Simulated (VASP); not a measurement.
# MgO (Fm-3m) in VASP: a series of runs

Runs on MgO. Level: LDA. Tasks: single point.

Everything below comes from runs of VASP 6.6.1. Logs are shortened: lines on timing, memory, paths and dates and some standing lists are left out, and cuts for length are marked.

**Measured values to compare with.**

From “Electronic structure of alkaline earth and post-transition metal oxides”, 2009, arxiv:0908.1581, for a bulk crystal of MgO: band gap 7.83 eV.

How close the calculation comes is told below.

## Step 1: The cell of the first run

It takes space group Fm-3m (No. 225, cubic). Conventional cell: a = 4.161 Å, b = 4.161 Å, c = 4.161 Å, α = 90.00°, β = 90.00°, γ = 90.00°. Within 2.8 Å of Mg (site symmetry m-3m) lie 6 O at 2.08 Å. Within 2.8 Å of O (site symmetry m-3m) lie 6 Mg at 2.08 Å.

## Step 2: Single point, LDA

Input file INCAR:

```
ALGO = Normal ; EDIFF = 1E-6
ENCUT = 840 ; GGA_COMPAT = False
ISIF = 2 ; ISMEAR = 0
LASPH = True ; LCHARG = True
LELF = True ; LREAL = False
LVHAR = True ; LWAVE = False
NBANDS = 15 ; NELM = 120
PREC = Accurate ; SIGMA = 0.02
```

Input file KPOINTS:

```
k-points
0
Gamma
  8 8 8
```

Input file POSCAR:

```
MgO
1.0
    0.0000000000      2.0803529509      2.0803529509
    2.0803529509      0.0000000000      2.0803529509
    2.0803529509      2.0803529509      0.0000000000
Mg O
1 1
Direct
    0.0000000000      0.0000000000      0.0000000000
    0.5000000000      0.5000000000      0.5000000000
```

Potentials or basis: VASP PAW LDA potentials, release 64 (Mg_sv, O).

On the command line:

```
> cat potpaw_LDA.64/Mg_sv/POTCAR potpaw_LDA.64/O/POTCAR > POTCAR
> mpirun -np 1 vasp_std > vasp.out
```

OUTCAR:

```text
EDIFF = 1E-6
   ENCUT = 840
   ISIF = 2
   ISMEAR = 0
   LASPH = True
   LREAL = False
   NELM = 120
   PREC = Accurate

 ion  position               nearest neighbor table
   1  0.000  0.000  0.000-   2 2.08   2 2.08   2 2.08   2 2.08   2 2.08   2 2.08
   2  0.500  0.500  0.500-   1 2.08   1 2.08   1 2.08   1 2.08   1 2.08   1 2.08

  LATTYP: Found a face centered cubic cell.
 ALAT       =     4.1607059018

  Lattice vectors:

 A1 = (   0.0000000000,   2.0803529509,   2.0803529509)
 A2 = (   2.0803529509,   0.0000000000,   2.0803529509)
 A3 = (   2.0803529509,   2.0803529509,   0.0000000000)

Analysis of symmetry for initial positions (statically):
=====================================================================
 Subroutine PRICEL returns:
 Original cell was already a primitive cell.

 Routine SETGRP: Setting up the symmetry group for a
 face centered cubic supercell.

 Subroutine GETGRP returns: Found 48 space group operations
 (whereof 48 operations were pure point group operations)
 out of a pool of 48 trial point group operations.

The static configuration has the point symmetry O_h .

Analysis of symmetry for dynamics (positions and initial velocities):
=====================================================================
 Subroutine PRICEL returns:
 Original cell was already a primitive cell.

 Routine SETGRP: Setting up the symmetry group for a
 face centered cubic supercell.

 Subroutine GETGRP returns: Found 48 space group operations
 (whereof 48 operations were pure point group operations)
 out of a pool of 48 trial point group operations.

The dynamic configuration has the point symmetry O_h .

 Subroutine INISYM returns: Found 48 space group operations
 (whereof 48 operations are pure point group operations),
 and found     1 'primitive' translations

----------------------------------------------------------------------------------------

                                     Primitive cell

  volume of cell :      18.0070

  direct lattice vectors                    reciprocal lattice vectors
     0.000000000  2.080352951  2.080352951    -0.240343832  0.240343832  0.240343832
     2.080352951  0.000000000  2.080352951     0.240343832 -0.240343832  0.240343832
     2.080352951  2.080352951  0.000000000     0.240343832  0.240343832 -0.240343832

  length of vectors
     2.942063358  2.942063358  2.942063358     0.416287728  0.416287728  0.416287728

  position of ions in fractional coordinates (direct lattice)
     0.000000000  0.000000000  0.000000000
     0.500000000  0.500000000  0.500000000

  ion indices of the primitive-cell ions
   primitive index   ion index
                 1           1
                 2           2

----------------------------------------------------------------------------------------

 KPOINTS: k-points

Automatic generation of k-mesh.
 Grid dimensions read from file:
 generate k-points for:    8    8    8

 Generating k-lattice:

  Cartesian coordinates                     Fractional coordinates (reciprocal lattice)
    -0.030042979  0.030042979  0.030042979     0.125000000  0.000000000  0.000000000
     0.030042979 -0.030042979  0.030042979     0.000000000  0.125000000  0.000000000
     0.030042979  0.030042979 -0.030042979     0.000000000  0.000000000  0.125000000

  Length of vectors
     0.052035966  0.052035966  0.052035966

  Shift w.r.t. Gamma in fractional coordinates (k-lattice)
     0.000000000  0.000000000  0.000000000

 Subroutine IBZKPT returns following result:
 ===========================================

 Found     29 irreducible k-points:

 Following reciprocal coordinates:
            Coordinates               Weight
  0.000000  0.000000  0.000000      1.000000
  0.125000  0.000000  0.000000      8.000000
  0.250000  0.000000  0.000000      8.000000
  0.375000  0.000000  0.000000      8.000000
  0.500000  0.000000  0.000000      4.000000
  0.125000  0.125000  0.000000      6.000000
[... 16 lines left out ...]
  0.500000  0.250000  0.125000     48.000000
 -0.375000  0.250000  0.125000     24.000000
 [... further k-points ...]
   k-points           NKPTS =     29   k-points in BZ     NKDIM =     29   number of bands    NBANDS=     15
   number of dos      NEDOS =    301   number of ions     NIONS =      2
   total plane-waves  NPLWV =  21952
   dimension x,y,z NGX =    28 NGY =   28 NGZ =   28
   dimension x,y,z NGXF=    56 NGYF=   56 NGZF=   56
   ions per type =               1   1
   NGX,Y,Z   is equivalent  to a cutoff of  15.82, 15.82, 15.82 a.u.
   NGXF,Y,Z  is equivalent  to a cutoff of  31.64, 31.64, 31.64 a.u.
 SYSTEM =  unknown system
   PREC   = accura    normal or accurate (medium, high low for compatibility)
   ISTART =      0    job   : 0-new  1-cont  2-samecut
   ICHARG =      2    charge: 1-file 2-atom 10-const
   ISPIN  =      1    spin polarized calculation?
   LNONCOLLINEAR =      F non collinear calculations
   LSORBIT =      F    spin-orbit coupling
   LASPH  =      T    aspherical Exc in radial PAW
   ENCUT  =  840.0 eV  61.74 Ry    7.86 a.u.   6.95  6.95  6.95*2*pi/ulx,y,z
   NELM   =    120;   NELMIN=  2; NELMDL= -5     # of ELM steps
   EDIFF  = 0.1E-05   stopping-criterion for ELM
   LREAL  =      F    real-space projection
   EDIFFG = 0.1E-04   stopping-criterion for IOM
   NSW    =      0    number of steps for IOM
   IBRION =     -1    ionic relax: 0-MD 1-quasi-New 2-CG
   NFREE  =      0    steps in history (QN), initial steepest desc. (CG)
   ISIF   =      2    stress and relaxation
   ISYM   =      2    0-nonsym 1-usesym 2-fastsym
   POTIM  = 0.5000    time-step for ionic-motion
   TEBEG  =    0.0;   TEEND  =   0.0 temperature during run
   PSTRESS=    0.0 pullay stress
   NELECT =      16.0000    total number of electrons
   NUPDOWN=      -1.0000    fix difference up-down
   EMIN   =  10.00;   EMAX   =-10.00  energy-range for DOS
   EFERMI =   0.00;   METHOD = LEGACY
   ISMEAR =     0;   SIGMA  =   0.02  broadening in eV -4-tet -1-fermi 0-gaus
   EFERMI_NEDOS =   21; number of points for ismear=-14 and -15
   IALGO  =     38    algorithm
   IMIX   =      4    mixing-type and parameters
     AMIX     =   0.40;   BMIX     =  1.00
     AMIX_MAG =   1.60;   BMIX_MAG =  1.00
  volume/ion in A,a.u.               =       9.00        60.76
  Fermi-wavevector in a.u.,A,eV,Ry     =   1.573866  2.974176 33.702376  2.477055
  Thomas-Fermi vector in A             =   2.675086
   LORBIT       =      0    0 simple, 1 ext, 2 COOP (PROOUT), +10 PAW based schemes
   GGA     = CA    functional components
   LHFCALC =     F    Hartree Fock is set to
   AEXX    =    0.0000 exact exchange contribution
   IVDW    =     0    specifies the selected vdW correction
   LEPSILON=     F    determine dielectric tensor
   LRPA    =     F    only Hartree local field effects (RPA)
 non-spin polarized calculation
 Gauss-broadening in eV      SIGMA  =   0.02
  energy-cutoff  :      840.00
  volume of cell :       18.01
 maximum number of plane-waves:      1012
   NGX = 13   NGY = 13   NGZ = 13

 number of electron      15.9999996 magnetization

 Free energy of the ion-electron system (eV)
  ---------------------------------------------------
  ext. energy  EPLUGINS =         0.00000000
  ---------------------------------------------------
  free energy    TOTEN  =       -13.23350997 eV

  energy without entropy =      -13.23350997  energy(sigma->0) =      -13.23350997

 E-fermi :   3.0000     XC(G=0): -12.1249

 val. band max:        2.8520924680   @ k =   0.0000   0.0000   0.0000
 cond. band min:       7.8860992126   @ k =   0.0000   0.0000   0.0000
 fundamental gap:      5.0340067445
 Fermi energy:         2.9999910278

 k-point     1 :       0.0000    0.0000    0.0000
  band No.  band energies     occupation
      1     -68.3658      2.00000
      2     -35.8223      2.00000
      3     -35.8223      2.00000
      4     -35.8223      2.00000
      5     -14.3278      2.00000
      6       2.8521      2.00000
      7       2.8521      2.00000
      8       2.8521      2.00000
      9       7.8861      0.00000
     10      18.5819      0.00000
     11      18.5819      0.00000
     12      18.5819      0.00000
     13      22.7076      0.00000
     14      24.3862      0.00000
     15      24.3862      0.00000

 k-point     2 :       0.1250    0.0000    0.0000
  band No.  band energies     occupation
      1     -68.3641      2.00000
      2     -35.8381      2.00000
      3     -35.8238      2.00000
      4     -35.8238      2.00000
      5     -14.1415      2.00000
      6       1.8750      2.00000
      7       2.7394      2.00000
      8       2.7394      2.00000
      9       8.7853      0.00000
     10      16.9219      0.00000
     11      18.9620      0.00000
     12      18.9620      0.00000
     13      23.4601      0.00000
     14      23.4601      0.00000
     15      24.9364      0.00000

 k-point     3 :       0.2500    0.0000    0.0000
  band No.  band energies     occupation
      1     -68.3602      2.00000
      2     -35.8756      2.00000
      3     -35.8276      2.00000
      4     -35.8276      2.00000
      5     -13.6551      2.00000
      6       0.0912      2.00000
      7       2.4803      2.00000
      8       2.4803      2.00000
      9      10.1791      0.00000
     10      15.4424      0.00000
     11      19.5208      0.00000
     12      19.5208      0.00000
     13      23.0666      0.00000
     14      23.0666      0.00000
     15      25.1556      0.00000
[... 343 lines left out ...]
 k-point    23 :       0.5000    0.2500    0.1250
  band No.  band energies     occupation
      1     -68.3541      2.00000
      2     -35.9026      2.00000
      3     -35.8561      2.00000
      4     -35.8385      2.00000
      5     -12.8859      2.00000
      6      -1.0331      2.00000
      7       1.0228      2.00000
      8       1.9211      2.00000
      9      12.5043      0.00000
     10      14.5653      0.00000
     11      16.9081      0.00000
     12      20.1388      0.00000
     13      22.6448      0.00000
     14      25.4188      0.00000
     15      29.1312      0.00000

 k-point    24 :      -0.3750    0.2500    0.1250
  band No.  band energies     occupation
      1     -68.3525      2.00000
      2     -35.9110      2.00000
      3     -35.8586      2.00000
      4     -35.8416      2.00000
      5     -12.6934      2.00000
      6      -1.3561      2.00000
      7       0.8054      2.00000
      8       1.7954      2.00000
      9      12.6160      0.00000
     10      15.2020      0.00000
     11      16.4716      0.00000
     12      19.8982      0.00000
     13      23.5397      0.00000
     14      25.0870      0.00000
     15      29.2508      0.00000

 [... further k-points ...]

------------------------ aborting loop because EDIFF is reached ----------------------------------------

  FORCE on cell =-STRESS in cart. coord.  units (eV):
  Direction    XX          YY          ZZ          XY          YZ          ZX
  --------------------------------------------------------------------------------------
  -------------------------------------------------------------------------------------
  Total        0.0483288      0.0483288      0.0483288      0.0000000      0.0000000      0.0000000
  in kB        4.3000740      4.3000740      4.3000740      0.0000000      0.0000000      0.0000000
  external PRESSURE =       4.3000740 kB  Pullay stress =       0.0000000 kB

 VOLUME and BASIS-vectors are now :
 -----------------------------------------------------------------------------
  energy-cutoff  :      840.00
  volume of cell :       18.01
      direct lattice vectors                 reciprocal lattice vectors
     0.000000000  2.080352951  2.080352951    -0.240343832  0.240343832  0.240343832
     2.080352951  0.000000000  2.080352951     0.240343832 -0.240343832  0.240343832
     2.080352951  2.080352951  0.000000000     0.240343832  0.240343832 -0.240343832

 POSITION                                       TOTAL-FORCE (eV/Angst)
 -----------------------------------------------------------------------------------
      0.00000      0.00000      0.00000        -0.000000     -0.000000     -0.000000
      2.08035      2.08035      2.08035         0.000000      0.000000      0.000000
 -----------------------------------------------------------------------------------
    total drift:                                0.000000      0.000000      0.000000

  FREE ENERGIE OF THE ION-ELECTRON SYSTEM (eV)
  ---------------------------------------------------
  free  energy   TOTEN  =       -13.2335099736 eV

  energy  without entropy=      -13.2335099736  energy(sigma->0) =      -13.23350997
```

Wall time 12 s (1 thread of Intel Xeon Platinum 8259CL at 2.50GHz (Skylake/Cascade Lake), shared host); peak memory 0.14 GiB.

Results:

| Property | Result |
| --- | --- |
| Free energy | -13.2335 eV |
| Pressure | 0.4 GPa |
| Band gap on the k mesh | 5.03 eV |

(Continued in part 2 of 2.)
